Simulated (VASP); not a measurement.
# NaSnF3 (Pm-3m) in VASP: a series of runs

NaSnF3 is run at these levels: PBEsol; tasks: single point, relaxation of cell and atoms.

All numbers are computed with VASP 6.6.1; they aren't measurements. Logs are shortened: lines on timing, memory, paths and dates and some standing lists are left out, and cuts for length are marked.

**1. The cell of the first run**

The structure is cubic, space group Pm-3m (No. 221). The conventional cell has a = 4.621 Å, b = 4.621 Å, c = 4.621 Å, α = 90.00°, β = 90.00°, γ = 90.00°. Within 4.3 Å of Na (site symmetry m-3m) lie 12 F at 3.27 Å and 8 Sn at 4.00 Å. Sn (site symmetry m-3m) has 6 F at 2.31 Å within 3.1 Å. F (site symmetry 4/mmm) has 2 Sn at 2.31 Å within 3.1 Å.

**2. Single point, PBEsol**

Contents of INCAR:

```
PREC = Accurate
ENCUT = 520
EDIFF = 1E-7
ISMEAR = -1
SIGMA = 0.03
LREAL = False
LASPH = True
NELM = 100
ALGO = Normal
ISIF = 2
LWAVE = False
LCHARG = False
GGA = PS
NBANDS = 29
```

Contents of KPOINTS:

```
regular mesh
0
Gamma
  6 6 6
```

Contents of POSCAR:

```
NaSnF3
1.0
    4.6209155540      0.0000000000      0.0000000000
    0.0000000000      4.6209155540      0.0000000000
    0.0000000000      0.0000000000      4.6209155540
Na Sn F
1 1 3
Direct
    0.0000000000      0.0000000000      0.0000000000
    0.5000000000      0.5000000000      0.5000000000
    0.5000000000      0.5000000000      0.0000000000
    0.5000000000      0.0000000000      0.5000000000
    0.0000000000      0.5000000000      0.5000000000
```

Potentials or basis: VASP PAW PBE potentials, release 64 (Na_pv, Sn_d, F).

Run with:

```sh
$ cat potpaw_PBE.64/Na_pv/POTCAR potpaw_PBE.64/Sn_d/POTCAR potpaw_PBE.64/F/POTCAR > POTCAR
$ mpirun -np 1 vasp_std > vasp.out
```

OUTCAR:

```text
PREC = Accurate
   ENCUT = 520
   EDIFF = 1E-7
   ISMEAR = -1
   LREAL = False
   LASPH = True
   NELM = 100
   ISIF = 2
   GGA = PS

 ion  position               nearest neighbor table
   1  0.000  0.000  0.000-
   2  0.500  0.500  0.500-   3 2.31   4 2.31   5 2.31   3 2.31   4 2.31   5 2.31
   3  0.500  0.500  0.000-   2 2.31   2 2.31
   4  0.500  0.000  0.500-   2 2.31   2 2.31
   5  0.000  0.500  0.500-   2 2.31   2 2.31

  LATTYP: Found a simple cubic cell.
 ALAT       =     4.6209155540

  Lattice vectors:

 A1 = (   4.6209155540,   0.0000000000,   0.0000000000)
 A2 = (   0.0000000000,   4.6209155540,   0.0000000000)
 A3 = (   0.0000000000,   0.0000000000,   4.6209155540)

Analysis of symmetry for initial positions (statically):
=====================================================================
 Subroutine PRICEL returns:
 Original cell was already a primitive cell.

 Routine SETGRP: Setting up the symmetry group for a
 simple cubic supercell.

 Subroutine GETGRP returns: Found 48 space group operations
 (whereof 48 operations were pure point group operations)
 out of a pool of 48 trial point group operations.

The static configuration has the point symmetry O_h .

Analysis of symmetry for dynamics (positions and initial velocities):
=====================================================================
 Subroutine PRICEL returns:
 Original cell was already a primitive cell.

 Routine SETGRP: Setting up the symmetry group for a
 simple cubic supercell.

 Subroutine GETGRP returns: Found 48 space group operations
 (whereof 48 operations were pure point group operations)
 out of a pool of 48 trial point group operations.

The dynamic configuration has the point symmetry O_h .

 Subroutine INISYM returns: Found 48 space group operations
 (whereof 48 operations are pure point group operations),
 and found     1 'primitive' translations

----------------------------------------------------------------------------------------

                                     Primitive cell

  volume of cell :      98.6698

  direct lattice vectors                    reciprocal lattice vectors
     4.620915554  0.000000000  0.000000000     0.216407331  0.000000000  0.000000000
     0.000000000  4.620915554  0.000000000     0.000000000  0.216407331  0.000000000
     0.000000000  0.000000000  4.620915554     0.000000000  0.000000000  0.216407331

  length of vectors
     4.620915554  4.620915554  4.620915554     0.216407331  0.216407331  0.216407331

  position of ions in fractional coordinates (direct lattice)
     0.000000000  0.000000000  0.000000000
     0.500000000  0.500000000  0.500000000
     0.500000000  0.500000000  0.000000000
     0.500000000  0.000000000  0.500000000
     0.000000000  0.500000000  0.500000000

  ion indices of the primitive-cell ions
   primitive index   ion index
                 1           1
                 2           2
                 3           3
                 4           4
                 5           5

----------------------------------------------------------------------------------------

 KPOINTS: regular mesh

Automatic generation of k-mesh.
 Grid dimensions read from file:
 generate k-points for:    6    6    6

 Generating k-lattice:

  Cartesian coordinates                     Fractional coordinates (reciprocal lattice)
     0.036067888  0.000000000  0.000000000     0.166666667  0.000000000  0.000000000
     0.000000000  0.036067888  0.000000000     0.000000000  0.166666667  0.000000000
     0.000000000  0.000000000  0.036067888     0.000000000  0.000000000  0.166666667

  Length of vectors
     0.036067888  0.036067888  0.036067888

  Shift w.r.t. Gamma in fractional coordinates (k-lattice)
     0.000000000  0.000000000  0.000000000

 Subroutine IBZKPT returns following result:
 ===========================================

 Found     20 irreducible k-points:

 Following reciprocal coordinates:
            Coordinates               Weight
  0.000000  0.000000  0.000000      1.000000
  0.166667  0.000000  0.000000      6.000000
  0.333333  0.000000  0.000000      6.000000
  0.500000  0.000000  0.000000      3.000000
  0.166667  0.166667  0.000000     12.000000
  0.333333  0.166667  0.000000     24.000000
[... 12 lines left out ...]
  0.500000  0.500000  0.333333      6.000000
  0.500000  0.500000  0.500000      1.000000
   k-points           NKPTS =     20   k-points in BZ     NKDIM =     20   number of bands    NBANDS=     29
   number of dos      NEDOS =    301   number of ions     NIONS =      5
   total plane-waves  NPLWV =  46656
   dimension x,y,z NGX =    36 NGY =   36 NGZ =   36
   dimension x,y,z NGXF=    72 NGYF=   72 NGZF=   72
   ions per type =               1   1   3
   NGX,Y,Z   is equivalent  to a cutoff of  12.95, 12.95, 12.95 a.u.
   NGXF,Y,Z  is equivalent  to a cutoff of  25.90, 25.90, 25.90 a.u.
 SYSTEM =  unknown system
   PREC   = accura    normal or accurate (medium, high low for compatibility)
   ISTART =      0    job   : 0-new  1-cont  2-samecut
   ICHARG =      2    charge: 1-file 2-atom 10-const
   ISPIN  =      1    spin polarized calculation?
   LNONCOLLINEAR =      F non collinear calculations
   LSORBIT =      F    spin-orbit coupling
   LASPH  =      T    aspherical Exc in radial PAW
   ENCUT  =  520.0 eV  38.22 Ry    6.18 a.u.   8.59  8.59  8.59*2*pi/ulx,y,z
   NELM   =    100;   NELMIN=  2; NELMDL= -5     # of ELM steps
   EDIFF  = 0.1E-06   stopping-criterion for ELM
   LREAL  =      F    real-space projection
   EDIFFG = 0.1E-05   stopping-criterion for IOM
   NSW    =      0    number of steps for IOM
   IBRION =     -1    ionic relax: 0-MD 1-quasi-New 2-CG
   NFREE  =      0    steps in history (QN), initial steepest desc. (CG)
   ISIF   =      2    stress and relaxation
   ISYM   =      2    0-nonsym 1-usesym 2-fastsym
   POTIM  = 0.5000    time-step for ionic-motion
   TEBEG  =    0.0;   TEEND  =   0.0 temperature during run
   PSTRESS=    0.0 pullay stress
   NELECT =      42.0000    total number of electrons
   NUPDOWN=      -1.0000    fix difference up-down
   EMIN   =  10.00;   EMAX   =-10.00  energy-range for DOS
   EFERMI =   0.00;   METHOD = LEGACY
   ISMEAR =    -1;   SIGMA  =   0.03  broadening in eV -4-tet -1-fermi 0-gaus
   EFERMI_NEDOS =   21; number of points for ismear=-14 and -15
   IALGO  =     38    algorithm
   IMIX   =      4    mixing-type and parameters
     AMIX     =   0.40;   BMIX     =  1.00
     AMIX_MAG =   1.60;   BMIX_MAG =  1.00
  volume/ion in A,a.u.               =      19.73       133.17
  Fermi-wavevector in a.u.,A,eV,Ry     =   1.231487  2.327173 20.634061  1.516561
  Thomas-Fermi vector in A             =   2.366295
   LORBIT       =      0    0 simple, 1 ext, 2 COOP (PROOUT), +10 PAW based schemes
   GGA     = PS    functional components
   LHFCALC =     F    Hartree Fock is set to
   AEXX    =    0.0000 exact exchange contribution
   IVDW    =     0    specifies the selected vdW correction
   LEPSILON=     F    determine dielectric tensor
   LRPA    =     F    only Hartree local field effects (RPA)
 non-spin polarized calculation
  energy-cutoff  :      520.00
  volume of cell :       98.67
 maximum number of plane-waves:      2680
 NGX is ok and might be reduce to    36
   NGX = 17   NGY = 17   NGZ = 17

 number of electron      42.0000046 magnetization

 Free energy of the ion-electron system (eV)
  ---------------------------------------------------
  ext. energy  EPLUGINS =         0.00000000
  ---------------------------------------------------
  free energy    TOTEN  =       -22.43901893 eV

  energy without entropy =      -22.43901892  energy(sigma->0) =      -22.43901893

 E-fermi :   3.7210     XC(G=0):  -8.0693

 val. band max:        3.3073275793   @ k =   0.5000   0.5000   0.5000
 cond. band min:       4.1737009527   @ k =   0.5000   0.0000   0.0000
 fundamental gap:      0.8663733735
 Fermi energy:         3.7209788714

 k-point     1 :       0.0000    0.0000    0.0000
  band No.  band energies     occupation
      1     -23.0840      2.00000
      2     -23.0840      2.00000
      3     -23.0840      2.00000
      4     -21.2257      2.00000
      5     -21.1956      2.00000
      6     -21.1956      2.00000
[... 21 lines left out ...]
     28      11.9317      0.00000
     29      11.9317      0.00000

 k-point     2 :       0.1667    0.0000    0.0000
  band No.  band energies     occupation
      1     -23.0847      2.00000
      2     -23.0840      2.00000
      3     -23.0840      2.00000
      4     -21.2169      2.00000
      5     -21.1957      2.00000
      6     -21.1548      2.00000
[... 21 lines left out ...]
     28      10.8682      0.00000
     29      10.8682      0.00000

 k-point     3 :       0.3333    0.0000    0.0000
  band No.  band energies     occupation
      1     -23.0861      2.00000
      2     -23.0839      2.00000
      3     -23.0839      2.00000
      4     -21.2125      2.00000
      5     -21.1952      2.00000
      6     -21.0504      2.00000
[... 21 lines left out ...]
     28      10.0736      0.00000
     29      10.2373      0.00000

 k-point     4 :       0.5000    0.0000    0.0000
  band No.  band energies     occupation
      1     -23.0868      2.00000
      2     -23.0839      2.00000
      3     -23.0839      2.00000
      4     -21.2107      2.00000
      5     -21.1952      2.00000
      6     -20.9922      2.00000
[... 21 lines left out ...]
     28       9.7956      0.00000
     29      10.5325      0.00000

 k-point     5 :       0.1667    0.1667    0.0000
  band No.  band energies     occupation
      1     -23.0848      2.00000
      2     -23.0845      2.00000
      3     -23.0839      2.00000
      4     -21.2073      2.00000
      5     -21.1600      2.00000
      6     -21.1499      2.00000
[... 21 lines left out ...]
     28      10.5964      0.00000
     29      10.7777      0.00000
[... 382 lines left out ...]
     28       9.2421      0.00000
     29      12.3853      0.00000

 k-point    18 :       0.5000    0.3333    0.3333
  band No.  band energies     occupation
      1     -23.0855      2.00000
      2     -23.0850      2.00000
      3     -23.0848      2.00000
      4     -21.0470      2.00000
      5     -21.0460      2.00000
      6     -20.9885      2.00000
[... 21 lines left out ...]
     28       9.0235      0.00000
     29      12.6245      0.00000

 k-point    19 :       0.5000    0.5000    0.3333
  band No.  band energies     occupation
      1     -23.0853      2.00000
      2     -23.0853      2.00000
      3     -23.0847      2.00000
      4     -21.0462      2.00000
      5     -20.9881      2.00000
      6     -20.9881      2.00000
[... 21 lines left out ...]
     28       8.5296      0.00000
     29      13.4664      0.00000

 k-point    20 :       0.5000    0.5000    0.5000
  band No.  band energies     occupation
      1     -23.0851      2.00000
      2     -23.0851      2.00000
      3     -23.0851      2.00000
      4     -20.9876      2.00000
      5     -20.9876      2.00000
      6     -20.9876      2.00000
[... 21 lines left out ...]
     28       8.1576      0.00000
     29      13.9784      0.00000

------------------------ aborting loop because EDIFF is reached ----------------------------------------

  FORCE on cell =-STRESS in cart. coord.  units (eV):
  Direction    XX          YY          ZZ          XY          YZ          ZX
  --------------------------------------------------------------------------------------
  -------------------------------------------------------------------------------------
  Total       -0.0450968     -0.0450968     -0.0450968     -0.0000000      0.0000000     -0.0000000
  in kB       -0.7322715     -0.7322715     -0.7322715     -0.0000000      0.0000000     -0.0000000
  external PRESSURE =      -0.7322715 kB  Pullay stress =       0.0000000 kB

 VOLUME and BASIS-vectors are now :
 -----------------------------------------------------------------------------
  energy-cutoff  :      520.00
  volume of cell :       98.67
      direct lattice vectors                 reciprocal lattice vectors
     4.620915554  0.000000000  0.000000000     0.216407331  0.000000000  0.000000000
     0.000000000  4.620915554  0.000000000     0.000000000  0.216407331  0.000000000
     0.000000000  0.000000000  4.620915554     0.000000000  0.000000000  0.216407331

 POSITION                                       TOTAL-FORCE (eV/Angst)
 -----------------------------------------------------------------------------------
      0.00000      0.00000      0.00000         0.000000      0.000000      0.000000
      2.31046      2.31046      2.31046         0.000000      0.000000      0.000000
      2.31046      2.31046      0.00000         0.000000      0.000000      0.000000
      2.31046      0.00000      2.31046         0.000000      0.000000      0.000000
      0.00000      2.31046      2.31046         0.000000      0.000000      0.000000
 -----------------------------------------------------------------------------------
    total drift:                                0.000000      0.000000      0.000000

  FREE ENERGIE OF THE ION-ELECTRON SYSTEM (eV)
  ---------------------------------------------------
  free  energy   TOTEN  =       -22.4390189303 eV

  energy  without entropy=      -22.4390189214  energy(sigma->0) =      -22.43901893
```

It took 37 s on 1 thread of AMD EPYC 7R13 (Zen 3), shared host; peak memory 0.2 GiB.

What came out:

* Free energy: -22.4390 eV
* Pressure: -0.1 GPa
* Band gap on the k mesh: 0.87 eV (least direct gap 1.69 eV)

Levels at points of the mesh, in eV from the valence-band top:
```tsv
k point	band 17	band 18	band 19	band 20	band 21	band 22	band 23	band 24	band 25	band 26
(0.00, 0.00, 0.00)	-5.64	-5.64	-5.59	-5.59	-5.59	0.89	4.71	4.71	4.71	6.24
(0.50, 0.00, 0.00)	-5.73	-5.67	-5.61	-5.61	-2.75	0.87	3.79	4.72	4.72	4.82
(0.50, 0.50, 0.00)	-5.93	-5.72	-5.72	-5.26	-1.26	1.64	1.64	2.58	4.53	6.14
(0.50, 0.50, 0.50)	-5.92	-5.26	-5.26	-5.26	0.00	1.69	1.69	1.69	2.82	4.85
```

Caveat: the PAW data sets were made with another functional, which shifts forces and pressure a little; spin-orbit coupling is left out, which moves the levels of the heavy elements. A k mesh can miss the band edges.

**3. Relaxation of cell and atoms, PBEsol**

This run uses another cell than the first one, of 10.06 Å³/atom.

Contents of INCAR:

```
SYSTEM = NaSnF3
ALGO     = Normal         ! electronic algorithm
EDIFF    = 1E-6           ! SCF threshold, eV
EDIFFG   = -0.01          ! ionic threshold
ENCUT    = 600            ! plane-wave cutoff, eV
GGA      = PS             ! functional
IBRION   = 2              ! ionic algorithm
ISIF     = 3              ! what is computed and relaxed
ISMEAR   = -1             ! smearing method
LASPH    = .True.         ! aspherical terms in the spheres
LCHARG   = .False.        ! write CHGCAR
LREAL    = .False.        ! projectors in reciprocal space
LWAVE    = .False.        ! write WAVECAR
NELM     = 60             ! most SCF steps
NSW      = 100            ! ionic steps
PREC     = Accurate       ! precision mode
SIGMA    = 0.03           ! smearing width, eV
```

Contents of KPOINTS:

```
k-points
0
Gamma
  6 6 6
  0 0 0
```

Edit POSCAR of step 2 so:

```diff
@@ -2,5 +2,5 @@
 1.0
-    4.6209155540      0.0000000000      0.0000000000
-    0.0000000000      4.6209155540      0.0000000000
-    0.0000000000      0.0000000000      4.6209155540
+    3.6911875600      0.0000000000      0.0000000000
+    0.0000000000      3.6911875600      0.0000000000
+    0.0000000000      0.0000000000      3.6911875600
 Na Sn F
```

Potentials or basis: VASP PAW PBE potentials, release 64 (Na_pv, Sn_d, F).

Run with:

```sh
$ cat potpaw_PBE.64/Na_pv/POTCAR potpaw_PBE.64/Sn_d/POTCAR potpaw_PBE.64/F/POTCAR > POTCAR
$ mpirun -np 1 vasp_std > vasp.out
```

Wall time 92 s (1 thread of AMD EPYC 7R13 (Zen 3), shared host); peak memory 0.16 GiB.

The run converged. Its results:

| Property | Result |
| --- | --- |
| Free energy | -21.8931 eV |
| Relaxed volume | 17.99 Å³/atom |
| Relaxed cell | a = 4.480 Å, b = 4.480 Å, c = 4.480 Å, α = 90.00°, β = 90.00°, γ = 90.00° |
| Space group after relaxing (to 0.1 Å) | Pm-3m (No. 221) |
| Energy gained by relaxing | 2017.9 meV/atom |
| Ionic steps | 6 |
| Pressure after relaxing | 0.0 GPa |
| Band gap on the k mesh | 0.25 eV (least direct gap 1.27 eV) |

The path:
```tsv
step	energy change (eV)	largest force (eV/Å)	pressure (GPa)	volume (Å³)
1	0.0000	0.0000	125.12	50.29
2	-5.7273	0.0000	-29.71	131.87
3	-10.0891	0.0000	0.28	89.69
4	-10.0877	0.0000	-0.75	90.64
5	-10.0890	0.0000	0.35	89.63
6	-10.0893	0.0000	-0.01	89.95
```

Final structure:
```
Na Sn F
1.0
     4.48050    0.00000    0.00000
     0.00000    4.48050    0.00000
     0.00000    0.00000    4.48050
Na Sn F
1 1 3
Direct
  0.00000 0.00000 0.00000
  0.50000 0.50000 0.50000
  0.50000 0.50000 0.00000
  0.50000 0.00000 0.50000
  0.00000 0.50000 0.50000
```

Levels at points of the mesh, in eV from the valence-band top:
| k point | band 17 | band 18 | band 19 | band 20 | band 21 | band 22 | band 23 | band 24 | band 25 |
| --- | --- | --- | --- | --- | --- | --- | --- | --- | --- |
| (0.00, 0.00, 0.00) | -6.72 | -6.68 | -6.68 | -6.68 | -6.02 | 0.25 | 4.49 | 4.49 | 4.49 |
| (0.50, 0.00, 0.00) | -6.82 | -6.76 | -6.69 | -6.69 | -3.07 | 0.30 | 3.22 | 4.54 | 4.74 |
| (0.50, 0.50, 0.00) | -6.92 | -6.81 | -6.81 | -6.28 | -1.42 | 1.20 | 1.20 | 2.04 | 4.32 |
| (0.50, 0.50, 0.50) | -6.92 | -6.28 | -6.28 | -6.28 | 0.00 | 1.27 | 1.27 | 1.27 | 2.22 |

Caveat: the volume moved by over 15 % at a fixed basis, so the end points are rough; semilocal functionals underestimate gaps, and a narrow one can read as zero; the PAW data sets were made with another functional, which shifts forces and pressure a little; spin-orbit coupling is left out, which moves the levels of the heavy elements.
